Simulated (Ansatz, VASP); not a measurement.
**Two plane-wave programs on Lu**

```
CELL_PARAMETERS angstrom
5.25233 0.00000 0.00000
-2.62616 4.54865 0.00000
0.00000 0.00000 3.29882
ATOMIC_POSITIONS crystal
Lu 0.00000 0.00000 0.00000
Lu 0.33333 0.66667 0.50000
Lu 0.66667 0.33333 0.50000
```

Alike in both runs: task single point; functional PBEsol; k mesh 8 × 8 × 11; occupations fermi-dirac, width 0.1 eV; no spin polarisation.

|  | VASP | Ansatz |
| --- | --- | --- |
| version | VASP 6.6.1 | Ansatz 0.2.0 |
| potentials or method | VASP PAW PBE potentials, release 64 (Lu), cutoff 520 eV | plane waves (420 eV) with PAW, scalar-relativistic |
| valence electrons in the cell | 75 | 75 |

|  | VASP | Ansatz | Ansatz less VASP |
| --- | --- | --- | --- |
| pressure (GPa) | 2.9 | 2.0 | -0.85 |
| traceless stress, the component that is largest in VASP (GPa) | -0.14 | -0.10 | +0.044 |

VASP's potentials were made for PBE, not for PBEsol, and Ansatz warns of the same on its side. The functional is the same, so the differences come from potentials, cutoffs and numerics.

Neither program's run includes spin-orbit coupling.
